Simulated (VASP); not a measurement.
# As (Pm-3m) in VASP: further runs

As is run at these levels: BLYP+D4, PBE; tasks: relaxation of cell and atoms, single point.

All numbers are computed with VASP 6.6.1; they aren't measurements. Logs are shortened: lines on timing, memory, paths and dates and some standing lists are left out, and cuts for length are marked.

### 1 The cell of the first run

The structure is cubic, space group Pm-3m (No. 221). The conventional cell has a = 2.704 Å, b = 2.704 Å, c = 2.704 Å, α = 90.00°, β = 90.00°, γ = 90.00°. Within 3.6 Å of As (site symmetry m-3m) lie 6 As at 2.70 Å.

### 2 Relaxation of cell and atoms, BLYP+D4

Input file INCAR:

```
AGGAC = 1.0 ; AGGAX = 1.0
ALDAC = 0.0 ; ALDAX = 1.0
ALGO = Normal ; EDIFF = 1E-6
EDIFFG = -0.01 ; ENCUT = 600
GGA = B5 ; IBRION = 2
ISIF = 3 ; ISMEAR = -1
IVDW = 13 ; LASPH = T
LCHARG = F ; LREAL = F
LWAVE = F ; NELM = 100
NSW = 60 ; PREC = Accurate
SIGMA = 0.05 ; VDW_A1 = 0.44488865
VDW_A2 = 4.0933009 ; VDW_S6 = 1.0
VDW_S8 = 2.34076671
```

Input file KPOINTS:

```
k-points
0
Gamma
  10 10 10
```

Input file POSCAR:

```
As
1.0
    2.7036817444      0.0000000000      0.0000000000
    0.0000000000      2.7036817444      0.0000000000
    0.0000000000      0.0000000000      2.7036817444
As
1
Direct
    0.5000000000      0.5000000000      0.5000000000
```

Potentials or basis: VASP PAW PBE potentials, release 64 (As).

The run is started by

```
cat potpaw_PBE.64/As/POTCAR > POTCAR
mpirun -np 1 vasp_std > vasp.out
```

OUTCAR:

```text
EDIFF = 1E-6
   EDIFFG = -0.01
   ENCUT = 600
   GGA = B5
   IBRION = 2
   ISIF = 3
   ISMEAR = -1
   IVDW = 13
   LASPH = T
   LREAL = F
   NELM = 100
   NSW = 60
   PREC = Accurate

 ion  position               nearest neighbor table
   1  0.500  0.500  0.500-

  LATTYP: Found a simple cubic cell.
 ALAT       =     2.7036817444

  Lattice vectors:

 A1 = (   2.7036817444,   0.0000000000,   0.0000000000)
 A2 = (   0.0000000000,   2.7036817444,   0.0000000000)
 A3 = (   0.0000000000,   0.0000000000,   2.7036817444)

Analysis of symmetry for initial positions (statically):
=====================================================================
 Subroutine PRICEL returns:
 Original cell was already a primitive cell.

 Routine SETGRP: Setting up the symmetry group for a
 simple cubic supercell.

 Subroutine GETGRP returns: Found 48 space group operations
 (whereof 48 operations were pure point group operations)
 out of a pool of 48 trial point group operations.

The static configuration has the point symmetry O_h .

Analysis of symmetry for dynamics (positions and initial velocities):
=====================================================================
 Subroutine PRICEL returns:
 Original cell was already a primitive cell.

 Routine SETGRP: Setting up the symmetry group for a
 simple cubic supercell.

 Subroutine GETGRP returns: Found 48 space group operations
 (whereof 48 operations were pure point group operations)
 out of a pool of 48 trial point group operations.

The dynamic configuration has the point symmetry O_h .

 Subroutine INISYM returns: Found 48 space group operations
 (whereof 48 operations are pure point group operations),
 and found     1 'primitive' translations

----------------------------------------------------------------------------------------

                                     Primitive cell

  volume of cell :      19.7636

  direct lattice vectors                    reciprocal lattice vectors
     2.703681744  0.000000000  0.000000000     0.369866018  0.000000000  0.000000000
     0.000000000  2.703681744  0.000000000     0.000000000  0.369866018  0.000000000
     0.000000000  0.000000000  2.703681744     0.000000000  0.000000000  0.369866018

  length of vectors
     2.703681744  2.703681744  2.703681744     0.369866018  0.369866018  0.369866018

  position of ions in fractional coordinates (direct lattice)
     0.500000000  0.500000000  0.500000000

  ion indices of the primitive-cell ions
   primitive index   ion index
                 1           1

[... 60 lines left out ...]
   NGXF,Y,Z  is equivalent  to a cutoff of  29.51, 29.51, 29.51 a.u.
 SYSTEM =  unknown system
   PREC   = accura    normal or accurate (medium, high low for compatibility)
   ISTART =      0    job   : 0-new  1-cont  2-samecut
   ICHARG =      2    charge: 1-file 2-atom 10-const
   ISPIN  =      1    spin polarized calculation?
   LNONCOLLINEAR =      F non collinear calculations
   LSORBIT =      F    spin-orbit coupling
   LASPH  =      T    aspherical Exc in radial PAW
   ENCUT  =  600.0 eV  44.10 Ry    6.64 a.u.   5.40  5.40  5.40*2*pi/ulx,y,z
   NELM   =    100;   NELMIN=  2; NELMDL= -5     # of ELM steps
   EDIFF  = 0.1E-05   stopping-criterion for ELM
   LREAL  =      F    real-space projection
   EDIFFG = -.1E-01   stopping-criterion for IOM
   NSW    =     60    number of steps for IOM
   IBRION =      2    ionic relax: 0-MD 1-quasi-New 2-CG
   NFREE  =      1    steps in history (QN), initial steepest desc. (CG)
   ISIF   =      3    stress and relaxation
   ISYM   =      2    0-nonsym 1-usesym 2-fastsym
   POTIM  = 0.5000    time-step for ionic-motion
   TEBEG  =    0.0;   TEEND  =   0.0 temperature during run
   PSTRESS=    0.0 pullay stress
   NELECT =       5.0000    total number of electrons
   NUPDOWN=      -1.0000    fix difference up-down
   EMIN   =  10.00;   EMAX   =-10.00  energy-range for DOS
   EFERMI =   0.00;   METHOD = LEGACY
   ISMEAR =    -1;   SIGMA  =   0.05  broadening in eV -4-tet -1-fermi 0-gaus
   EFERMI_NEDOS =   21; number of points for ismear=-14 and -15
   IALGO  =     38    algorithm
   IMIX   =      4    mixing-type and parameters
     AMIX     =   0.40;   BMIX     =  1.00
     AMIX_MAG =   1.60;   BMIX_MAG =  1.00
  volume/ion in A,a.u.               =      19.76       133.37
  Fermi-wavevector in a.u.,A,eV,Ry     =   1.035403  1.956627 14.586243  1.072059
  Thomas-Fermi vector in A             =   2.169744
   LORBIT       =      0    0 simple, 1 ext, 2 COOP (PROOUT), +10 PAW based schemes
   GGA     = B5    functional components
   LHFCALC =     F    Hartree Fock is set to
   AEXX    =    0.0000 exact exchange contribution
   IVDW    =    13    specifies the selected vdW correction
   LEPSILON=     F    determine dielectric tensor
   LRPA    =     F    only Hartree local field effects (RPA)
 conjugate gradient relaxation of ions
 non-spin polarized calculation
  energy-cutoff  :      600.00
  volume of cell :       19.76
 maximum number of plane-waves:       691
 NGX is ok and might be reduce to    24
   NGX = 11   NGY = 11   NGZ = 11

--------------------------------------- Ionic step        1  -------------------------------------------

 number of electron       5.0000001 magnetization

 Free energy of the ion-electron system (eV)
  ---------------------------------------------------
  ext. energy  EPLUGINS =         0.00000000
  ---------------------------------------------------
  free energy    TOTEN  =        -3.75266623 eV

  energy without entropy =       -3.75060556  energy(sigma->0) =       -3.75163589

------------------------ aborting loop because EDIFF is reached ----------------------------------------

  DFT-D4 for vdW energy calculation

  Edisp (eV):   -0.94527
[... 69 lines left out ...]
--------------------------------------- Ionic step        3  -------------------------------------------

 number of electron       5.0000001 magnetization

 Free energy of the ion-electron system (eV)
  ---------------------------------------------------
  ext. energy  EPLUGINS =         0.00000000
  ---------------------------------------------------
  free energy    TOTEN  =        -3.77219168 eV

  energy without entropy =       -3.77029293  energy(sigma->0) =       -3.77124231

 E-fermi :   6.1452     XC(G=0):  -9.6498

 val. band max:        6.1199455970   @ k =   0.3000   0.3000   0.3000
 cond. band min:       6.2104860492   @ k =   0.2000   0.2000   0.0000
 fundamental gap:      0.0905404522
 Fermi energy:         6.1452486214

 k-point     1 :       0.0000    0.0000    0.0000
  band No.  band energies     occupation
      1      -8.6298      2.00000
      2      10.1847      0.00000
      3      10.1847      0.00000
      4      10.1847      0.00000
      5      14.8299      0.00000
      6      14.8299      0.00000
[... 199 lines left out ...]
 k-point    24 :       0.3000    0.1000    0.1000
  band No.  band energies     occupation
      1      -6.7474      2.00000
      2       2.8893      2.00000
      3       9.5371      0.00000
      4      10.0048      0.00000
      5      18.6830      0.00000
      6      18.8393      0.00000

 [... further k-points ...]

------------------------ aborting loop because EDIFF is reached ----------------------------------------

  DFT-D4 for vdW energy calculation

  Edisp (eV):   -0.92769
[... 24 lines left out ...]
  FREE ENERGIE OF THE ION-ELECTRON SYSTEM (eV)
  ---------------------------------------------------
  free  energy   TOTEN  =        -4.6998795987 eV

  energy  without entropy=       -4.6979808451  energy(sigma->0) =       -4.69893022

 reached required accuracy - stopping structural energy minimisation
```

OSZICAR:

```text
N       E                     dE             d eps       ncg     rms          rms(c)
DAV:   1     0.135912186872E+02    0.13591E+02   -0.23760E+03   678   0.707E+02
DAV:   2    -0.345967913173E+01   -0.17051E+02   -0.16481E+02   948   0.864E+01
DAV:   3    -0.374602956903E+01   -0.28635E+00   -0.26869E+00   768   0.148E+01
DAV:   4    -0.374810310213E+01   -0.20735E-02   -0.20735E-02   996   0.850E-01
[... 15 lines left out ...]
       N       E                     dE             d eps       ncg     rms          rms(c)
DAV:   1    -0.377287447414E+01    0.76878E-02   -0.22154E-02   696   0.944E-01    0.128E-01
DAV:   2    -0.377240390706E+01    0.47057E-03   -0.35876E-04   732   0.165E-01    0.690E-02
DAV:   3    -0.377219173020E+01    0.21218E-03   -0.49557E-04   696   0.140E-01    0.184E-02
DAV:   4    -0.377219168203E+01    0.48175E-07   -0.15522E-06   720   0.157E-02
   3 F= -.46998796E+01 E0= -.46989302E+01  d E =-.194801E-02
```

CONTCAR:

```text
As
   1.00000000000000
     2.7211483508589502    0.0000000000000000   -0.0000000000000000
    -0.0000000000000000    2.7211483508589502   -0.0000000000000000
     0.0000000000000000   -0.0000000000000000    2.7211483508589502
  As
     1
Direct
     0.5000000000000000    0.5000000000000000    0.5000000000000000

  0.00000000E+00  0.00000000E+00  0.00000000E+00
```

It took 19 s on 1 thread of Intel Xeon Platinum 8259CL at 2.50GHz (Skylake/Cascade Lake), shared host; peak memory 0.14 GiB.

What came out:

| Quantity | Value |
| --- | --- |
| Free energy | -4.6999 eV |
| Relaxed volume | 20.15 Å³/atom |
| Relaxed cell | a = 2.721 Å, b = 2.721 Å, c = 2.721 Å, α = 90.00°, β = 90.00°, γ = 90.00° |
| Space group after relaxing (to 0.05 Å) | Pm-3m (No. 221) |
| Energy gained by relaxing | 1.9 meV/atom |
| Ionic steps | 3 |
| Pressure after relaxing | 0.0 GPa |
| Dispersion energy per atom | -0.928 eV |

The path:
| step | energy change (eV) | largest force (eV/Å) | pressure (GPa) | volume (Å³) |
| --- | --- | --- | --- | --- |
| 1 | 0.0000 | 0.0000 | 1.64 | 19.76 |
| 2 | -0.0014 | 0.0000 | -0.79 | 20.35 |
| 3 | -0.0019 | 0.0000 | 0.00 | 20.15 |

Final structure:
```cif
data_structure
_symmetry_space_group_name_H-M 'P 1'
_symmetry_Int_Tables_number 1
_cell_length_a 2.7211
_cell_length_b 2.7211
_cell_length_c 2.7211
_cell_angle_alpha 90.000
_cell_angle_beta 90.000
_cell_angle_gamma 90.000
_cell_volume 20.15
loop_
_atom_site_label
_atom_site_type_symbol
_atom_site_fract_x
_atom_site_fract_y
_atom_site_fract_z
_atom_site_occupancy
As1 As 0.50000 0.50000 0.50000 1
```

Levels at points of the mesh, in eV from the Fermi level:
| k point | band 1 | band 2 | band 3 | band 4 | band 5 | band 6 |
| --- | --- | --- | --- | --- | --- | --- |
| (0.00, 0.00, 0.00) | -14.78 | 4.04 | 4.04 | 4.04 | 8.68 | 8.68 |
| (0.50, 0.00, 0.00) | -11.79 | -6.63 | 6.20 | 6.20 | 11.23 | 14.45 |
| (0.50, 0.50, 0.00) | -8.66 | -4.11 | -4.11 | 3.01 | 8.24 | 16.30 |
| (0.50, 0.50, 0.50) | -5.23 | -1.80 | -1.80 | -1.80 | 6.28 | 6.28 |

Caveat: the PAW data sets were made with another functional, which shifts forces and pressure a little; pairwise dispersion overbinds metals, which lowers pressure and volume.

### 3 Single point, PBE (volume scaled by 0.96)

Input file INCAR:

```
PREC = Accurate
ENCUT = 520
EDIFF = 1E-6
ISMEAR = -1
SIGMA = 0.05
LREAL = False
LASPH = True
NELM = 60
ALGO = Normal
ISIF = 2
LWAVE = False
LCHARG = True
GGA = PE
LELF = True
LVHAR = True
NBANDS = 8
```

Input file KPOINTS:

```
regular mesh
0
Gamma
  10 10 10
```

Input file POSCAR:

```
As
1.0
    2.6671410253      0.0000000000      0.0000000000
    0.0000000000      2.6671410253      0.0000000000
    0.0000000000      0.0000000000      2.6671410253
As
1
Direct
    0.5000000000      0.5000000000      0.5000000000
```

Potentials or basis: VASP PAW PBE potentials, release 64 (As).

The run is started by

```
cat potpaw_PBE.64/As/POTCAR > POTCAR
mpirun -np 1 vasp_std > vasp.out
```

It took 2.8 s on 1 thread of Intel Xeon 6975P-C (Granite Rapids), shared host; peak memory 0.12 GiB.

It converged, with:

```yaml
Free_energy: -4.5475 eV
Pressure: 6.4 GPa
```

Levels at points of the mesh, in eV from the Fermi level:
```csv
k point,band 1,band 2,band 3,band 4,band 5,band 6,band 7
"(0.00, 0.00, 0.00)",-15.34,4.34,4.34,4.34,8.55,8.55,10.95
"(0.50, 0.00, 0.00)",-12.01,-7.25,6.79,6.79,11.33,14.40,14.96
"(0.50, 0.50, 0.00)",-8.51,-4.45,-4.45,2.35,9.12,16.97,17.77
"(0.50, 0.50, 0.50)",-4.59,-1.88,-1.88,-1.88,5.89,5.89,5.89
```

Caveat: the cell differs from its parent crystal (volume scaled by 0.96).

### 4 Single point, PBE (volume scaled by 1.02)

Input file INCAR:

```
SYSTEM = As
  ALGO = Normal
  EDIFF = 1E-6
  ENCUT = 520
  GGA = PE
  ISIF = 2
  ISMEAR = -1
  LASPH = .True.
  LCHARG = .True.
  LELF = .True.
  LREAL = .False.
  LVHAR = .True.
  LWAVE = .False.
  NBANDS = 8
  NELM = 60
  PREC = Accurate
  SIGMA = 0.05
```

Input file KPOINTS:

```
k-points
0
Gamma
  10 10 10
  0 0 0
```

Input file POSCAR:

```
As
1.0
    2.7215874433      0.0000000000      0.0000000000
    0.0000000000      2.7215874433      0.0000000000
    0.0000000000      0.0000000000      2.7215874433
As
1
Direct
    0.5000000000      0.5000000000      0.5000000000
```

The run is started by

```
cat potpaw_PBE.64/As/POTCAR > POTCAR
mpirun -np 1 vasp_std > vasp.out
```

Run time: 2.9 s. Hardware: 1 thread of Intel Xeon 6975P-C (Granite Rapids), shared host; peak memory 0.12 GiB.

It converged, with:

```yaml
Free_energy: -4.5725 eV
Pressure: 0.6 GPa
```

Levels at points of the mesh, in eV from the Fermi level:
| k point | band 1 | band 2 | band 3 | band 4 | band 5 |
| --- | --- | --- | --- | --- | --- |
| (0.00, 0.00, 0.00) | -14.76 | 4.13 | 4.13 | 4.13 | 8.53 |
| (0.50, 0.00, 0.00) | -11.70 | -6.73 | 6.35 | 6.35 | 11.15 |
| (0.50, 0.50, 0.00) | -8.52 | -4.12 | -4.12 | 2.65 | 8.45 |
| (0.50, 0.50, 0.50) | -5.02 | -1.74 | -1.74 | -1.74 | 6.02 |

Caveat: the cell differs from its parent crystal (volume scaled by 1.02).

### 5 Summary

| task | level | cell | cutoff (eV) | gap on the mesh (eV) | pressure (GPa) |
| --- | --- | --- | --- | --- | --- |
| relaxation of cell and atoms | BLYP+D4 | relaxed from a = 2.704 Å, 1 atom | 600 | none | 0.0 |
| single point | PBE | a = 2.667 Å, 1 atom | 520 | none | 6.4 |
| single point | PBE | a = 2.722 Å, 1 atom | 520 | none | 0.6 |

Alike in all rows: potentials or basis VASP PAW PBE potentials, release 64 (As); no spin polarisation; k mesh 10 × 10 × 10; smearing fermi-dirac 0.05 eV.

Caveats: the PAW data sets were made with another functional, which shifts forces and pressure a little (some runs); pairwise dispersion overbinds metals, which lowers pressure and volume (some runs).

Absolute energies hang on the potentials; compare differences alone.
